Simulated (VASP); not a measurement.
# MgS in VASP: further runs, part 2 of 2

VASP 6.6.1. The steps go on from the part before.

## 3. Single point, PBE+D3(BJ)

INCAR reads:

```
SYSTEM = MgS
PREC     = Accurate       ! precision mode
ENCUT    = 520            ! plane-wave cutoff, eV
EDIFF    = 1E-6           ! SCF threshold, eV
ISMEAR   = 0              ! smearing method
SIGMA    = 0.1            ! smearing width, eV
LREAL    = .FALSE.        ! projectors in reciprocal space
LASPH    = .TRUE.         ! aspherical terms in the spheres
NELM     = 60             ! most SCF steps
ALGO     = Normal         ! electronic algorithm
ISIF     = 2              ! what is computed and relaxed
LWAVE    = .FALSE.        ! write WAVECAR
LCHARG   = .FALSE.        ! write CHGCAR
LDIPOL   = .TRUE.       
IDIPOL   = 3            
DIPOL    = 0.5 0.5 0.500
GGA      = PE             ! functional
IVDW     = 12             ! dispersion correction
NBANDS   = 16             ! bands
```

KPOINTS reads:

```
Automatic mesh
0
G
  6 6 1
  0 0 0
```

POSCAR reads:

```
MgS
1.0
    3.5722644000      0.0000000000      0.0000000000
    0.0000000000      3.5722644000      0.0000000000
    0.0000000000      0.0000000000     18.0000000000
Mg S
2 2
Direct
    0.0000000000      0.0000000000      0.3950000000
    0.5000000000      0.5000000000      0.6050000000
    0.5000000000      0.5000000000      0.3950000000
    0.0000000000      0.0000000000      0.6050000000
```

Potentials or basis: VASP PAW PBE potentials, release 64 (Mg, S).

Launch:

```sh
$ cat potpaw_PBE.64/Mg/POTCAR potpaw_PBE.64/S/POTCAR > POTCAR
$ mpirun -np 1 vasp_std > vasp.out
```

Wall time 89 s (1 thread of Intel Xeon 8259CL, shared host); peak memory 0.32 GiB.

Results (log left out):

| Property | Result |
| --- | --- |
| Free energy | -16.4174 eV |
| Largest force | 0.392 eV/Å |
| Band gap on the k mesh | 2.66 eV (least direct gap 2.69 eV) |
| Dispersion energy per atom | -0.186 eV |

Forces in eV/Å, atoms in the order of the input:
```
Mg   0.000  0.000  0.392
Mg   0.000  0.000 -0.392
S    0.000  0.000  0.099
S    0.000  0.000 -0.099
```

Levels at points of the mesh, in eV from the valence-band top:
```tsv
k point	band 5	band 6	band 7	band 8	band 9	band 10	band 11	band 12
(0.00, 0.00, 0.00)	-0.42	-0.42	-0.32	-0.32	2.68	3.54	4.97	5.01
(0.50, 0.00, 0.00)	-0.68	-0.68	0.00	0.00	4.25	4.25	6.08	6.08
(0.50, 0.50, 0.00)	-2.78	-2.78	-0.03	-0.03	2.66	2.66	6.06	6.06
```

## 4. Single point, PBE+D3(BJ)

This run uses another cell than the first one.

INCAR reads:

```
ALGO = Normal ; DIPOL = 0.5 0.5 0.287
EDIFF = 1E-6 ; ENCUT = 520
GGA = PE ; IDIPOL = 3
ISIF = 2 ; ISMEAR = 0
IVDW = 12 ; LASPH = T
LCHARG = F ; LDIPOL = T
LREAL = F ; LWAVE = F
NBANDS = 16 ; NELM = 60
PREC = Accurate ; SIGMA = 0.1
```

KPOINTS reads:

```
k-points
0
Gamma
  6 6 1
```

POSCAR reads:

```
MgS
1.0
    3.5565471060      0.0000000000      0.0000000000
    0.0000000000      3.5565471060      0.0000000000
    0.0000000000      0.0000000000     31.3600000000
Mg S
2 2
Direct
    0.0000000000      0.0000000000      0.2514178247
    0.5000000000      0.5000000000      0.3225617671
    0.5000000000      0.5000000000      0.2411176462
    0.0000000000      0.0000000000      0.3328619456
```

Potentials or basis: VASP PAW PBE potentials, release 64 (Mg, S).

Launch:

```sh
$ cat potpaw_PBE.64/Mg/POTCAR potpaw_PBE.64/S/POTCAR > POTCAR
$ mpirun -np 1 vasp_std > vasp.out
```

OUTCAR:

```text
EDIFF = 1E-6
   ENCUT = 520
   GGA = PE
   ISIF = 2
   ISMEAR = 0
   IVDW = 12
   LASPH = T
   LREAL = F
   NELM = 60
   PREC = Accurate
 IVDW          = 12

 ion  position               nearest neighbor table
   1  0.000  0.000  0.251-   3 2.54   3 2.54   3 2.54   3 2.54   4 2.55   2 3.36   2 3.36   2 3.36
                             2 3.36
   2  0.500  0.500  0.323-   4 2.54   4 2.54   4 2.54   4 2.54   3 2.55   1 3.36   1 3.36   1 3.36
                             1 3.36
   3  0.500  0.500  0.241-   1 2.54   1 2.54   1 2.54   1 2.54   2 2.55
   4  0.000  0.000  0.333-   2 2.54   2 2.54   2 2.54   2 2.54   1 2.55

  LATTYP: Found a simple tetragonal cell.
 ALAT       =     3.5565471060
 C/A-ratio  =     8.8175410209

  Lattice vectors:

 A1 = (   3.5565471060,   0.0000000000,   0.0000000000)
 A2 = (   0.0000000000,   3.5565471060,   0.0000000000)
 A3 = (   0.0000000000,   0.0000000000,  31.3600000000)

Analysis of symmetry for initial positions (statically):
=====================================================================
 Subroutine PRICEL returns:
 Original cell was already a primitive cell.

[... 174 lines left out ...]
      1     -16.1952      2.00000
      2     -15.4139      2.00000
      3      -7.1644      2.00000
      4      -4.9897      2.00000
      5      -4.9248      2.00000
      6      -4.9248      2.00000
[... 167 lines left out ...]
      3      -7.6475      2.00000
      4      -7.6475      2.00000
      5      -6.5475      2.00000
      6      -6.5475      2.00000
[... 8 lines left out ...]
     15       5.0577      0.00000
     16       5.0577      0.00000

------------------------ aborting loop because EDIFF is reached ----------------------------------------

 vacuum level on the upper side and lower side of the slab       (xc-potential included)        -0.007        -0.007

 Edisp (eV)   -0.93163

 E8    (eV) :    -0.3972

  FORCE on cell =-STRESS in cart. coord.  units (eV):
  Direction    XX          YY          ZZ          XY          YZ          ZX
  --------------------------------------------------------------------------------------
  -------------------------------------------------------------------------------------
  Total      -0.11235    -0.11235    -0.11602     0.00000     0.00000     0.00000
  in kB      -0.45380    -0.45380    -0.46861     0.00000     0.00000     0.00000
  external pressure =       -0.46 kB  Pullay stress =        0.00 kB

 VOLUME and BASIS-vectors are now :
 -----------------------------------------------------------------------------
  energy-cutoff  :      520.00
  volume of cell :      396.67
      direct lattice vectors                 reciprocal lattice vectors
     3.556547106  0.000000000  0.000000000     0.281171589  0.000000000  0.000000000
     0.000000000  3.556547106  0.000000000     0.000000000  0.281171589  0.000000000
     0.000000000  0.000000000 31.360000000     0.000000000  0.000000000  0.031887755

 POSITION                                       TOTAL-FORCE (eV/Angst)
 -----------------------------------------------------------------------------------
      0.00000      0.00000      7.88446        -0.000000     -0.000000      0.031095
      1.77827      1.77827     10.11554         0.000000      0.000000     -0.031095
      1.77827      1.77827      7.56145         0.000000      0.000000      0.009816
      0.00000      0.00000     10.43855        -0.000000     -0.000000     -0.009816
 -----------------------------------------------------------------------------------
    total drift:                               -0.000000      0.000000      0.000061

  FREE ENERGIE OF THE ION-ELECTRON SYSTEM (eV)
  ---------------------------------------------------
  free  energy   TOTEN  =       -17.4056161385 eV

  energy  without entropy=      -17.4056161385  energy(sigma->0) =      -17.40561614

 vacuum level on the upper side and lower side of the slab         1.649         1.649
```

stdout:

```text
POSCAR found type information on POSCAR MgS
 POSCAR found :  2 types and       4 ions
 scaLAPACK will be used
 LDA part: xc-table for (Slater+PW92), standard interpolation
 POSCAR, INCAR and KPOINTS ok, starting setup
 FFT: planning ... GRIDC
 FFT: planning ... GRID_SOFT
 FFT: planning ... GRID
 WAVECAR not read
 entering main loop
```

It took 2.8 min on 1 thread of Intel Xeon 8259CL, shared host; peak memory 0.43 GiB.

Results:

```
Free energy                : -17.4056 eV
Largest force              : 0.031 eV/Å
Band gap on the k mesh     : 3.40 eV (least direct gap 3.74 eV)
Dispersion energy per atom : -0.233 eV
```

Forces on the atoms (eV/Å):
```
Mg   0.000  0.000  0.031
Mg   0.000  0.000 -0.031
S    0.000  0.000  0.010
S    0.000  0.000 -0.010
```

## 5. Single point, PBE+D3(BJ)

This run uses another cell than the first one.

INCAR reads:

```
SYSTEM = MgS
  PREC = Accurate
  ENCUT = 520
  EDIFF = 1E-6
  ISMEAR = 0
  SIGMA = 0.02
  LREAL = .FALSE.
  LASPH = .TRUE.
  NELM = 80
  ALGO = Normal
  ISIF = 2
  LWAVE = .FALSE.
  LCHARG = .FALSE.
  LDIPOL = .TRUE.
  IDIPOL = 3
  DIPOL = 0.5 0.5 0.287
  GGA = PE
  IVDW = 12
  NBANDS = 16
```

KPOINTS reads:

```
Automatic mesh
0
G
  6 6 1
  0 0 0
```

POSCAR reads:

```
MgS
1.0
    3.5577909327      0.0000000000      0.0000000000
    0.0000000000      3.5577909327      0.0000000000
    0.0000000000      0.0000000000     31.3600000000
Mg S
2 2
Direct
    0.0000000000      0.0000000000      0.2514935758
    0.5000000000      0.5000000000      0.3224860160
    0.5000000000      0.5000000000      0.2411567710
    0.0000000000      0.0000000000      0.3328228208
```

Launch:

```sh
$ cat potpaw_PBE.64/Mg/POTCAR potpaw_PBE.64/S/POTCAR > POTCAR
$ mpirun -np 1 vasp_std > vasp.out
```

It took 2.9 min on 1 thread of Intel Xeon 8259CL, shared host; peak memory 0.43 GiB.

Results (log left out):

| Item | Value |
| --- | --- |
| Free energy | -17.4057 eV |
| Largest force | 0.020 eV/Å |
| Band gap on the k mesh | 3.40 eV (least direct gap 3.74 eV) |
| Dispersion energy per atom | -0.233 eV |

Forces on the atoms (eV/Å):
```
Mg   0.000  0.000  0.020
Mg   0.000  0.000 -0.020
S    0.000  0.000  0.002
S    0.000  0.000 -0.002
```

Levels at points of the mesh, in eV from the valence-band top:
| k point | band 6 | band 7 | band 8 | band 9 | band 10 | band 11 |
| --- | --- | --- | --- | --- | --- | --- |
| (0.00, 0.00, 0.00) | -0.81 | -0.11 | -0.11 | 3.62 | 4.38 | 5.21 |
| (0.50, 0.00, 0.00) | -1.12 | -0.10 | -0.10 | 4.98 | 4.98 | 6.75 |
| (0.50, 0.50, 0.00) | -2.42 | -0.98 | -0.98 | 3.40 | 3.40 | 5.47 |

## 6. Single point, PBE+D3(BJ)

This run uses another cell than the first one.

INCAR reads:

```
SYSTEM = MgS
PREC     = Accurate       ! precision mode
ENCUT    = 520            ! plane-wave cutoff, eV
EDIFF    = 1E-7           ! SCF threshold, eV
ISMEAR   = 0              ! smearing method
SIGMA    = 0.02           ! smearing width, eV
LREAL    = .False.        ! projectors in reciprocal space
LASPH    = .True.         ! aspherical terms in the spheres
NELM     = 100            ! most SCF steps
ALGO     = Normal         ! electronic algorithm
ISIF     = 2              ! what is computed and relaxed
LWAVE    = .False.        ! write WAVECAR
LCHARG   = .False.        ! write CHGCAR
LDIPOL   = .True.       
IDIPOL   = 3            
DIPOL    = 0.5 0.5 0.287
GGA      = PE             ! functional
IVDW     = 12             ! dispersion correction
NBANDS   = 16             ! bands
```

KPOINTS reads:

```
Automatic mesh
0
Gamma
  6 6 1
  0 0 0
```

POSCAR reads:

```
MgS
1.0
    3.5565471060      0.0000000000      0.0000000000
    0.0000000000      3.5565471060      0.0000000000
    0.0000000000      0.0000000000     31.3600000000
Mg S
2 2
Direct
    0.0000000000      0.0000000000      0.2514178247
    0.5000000000      0.5000000000      0.3225617671
    0.5000000000      0.5000000000      0.2411176462
    0.0000000000      0.0000000000      0.3328619456
```

Potentials or basis: VASP PAW PBE potentials, release 64 (Mg, S).

Launch:

```sh
$ cat potpaw_PBE.64/Mg/POTCAR potpaw_PBE.64/S/POTCAR > POTCAR
$ mpirun -np 1 vasp_std > vasp.out
```

Wall time 3.6 min (1 thread of Intel Xeon 8259CL, shared host); peak memory 0.44 GiB.

It converged, with:

- Free energy: -17.4056 eV
- Largest force: 0.031 eV/Å
- Band gap on the k mesh: 3.40 eV (least direct gap 3.74 eV)
- Dispersion energy per atom: -0.233 eV

Forces on the atoms (eV/Å):
```
Mg   0.000  0.000  0.031
Mg   0.000  0.000 -0.031
S    0.000  0.000  0.010
S    0.000  0.000 -0.010
```

Levels at points of the mesh, in eV from the valence-band top:
```csv
k point,band 5,band 6,band 7,band 8,band 9,band 10,band 11,band 12
"(0.00, 0.00, 0.00)",-0.81,-0.81,-0.12,-0.12,3.62,4.38,5.21,5.21
"(0.50, 0.00, 0.00)",-1.12,-1.12,-0.10,-0.10,4.97,4.97,6.75,6.75
"(0.50, 0.50, 0.00)",-2.43,-2.43,-0.97,-0.97,3.40,3.40,5.47,5.47
```

## 7. Summary

```csv
cell,smearing,gap on the mesh (eV),largest force (eV/Å)
"a = 3.572, b = 3.572, c = 18.000 Å, 4 atoms, atomic positions A",gaussian 0.1 eV,2.66,0.39
"a = 3.557, b = 3.557, c = 31.360 Å, 4 atoms, atomic positions B",gaussian 0.1 eV,3.40,0.03
"a = 3.558, b = 3.558, c = 31.360 Å, 4 atoms, atomic positions C",gaussian 0.02 eV,3.40,0.02
"a = 3.557, b = 3.557, c = 31.360 Å, 4 atoms, atomic positions B",gaussian 0.02 eV,3.40,0.03
```

Alike in all rows: task single point; level PBE+D3(BJ); potentials or basis VASP PAW PBE potentials, release 64 (Mg, S); no spin polarisation; k mesh 6 × 6 × 1; cutoff (eV) 520.

Total energies depend on the potentials used, so only differences within one code and one set of settings carry meaning.
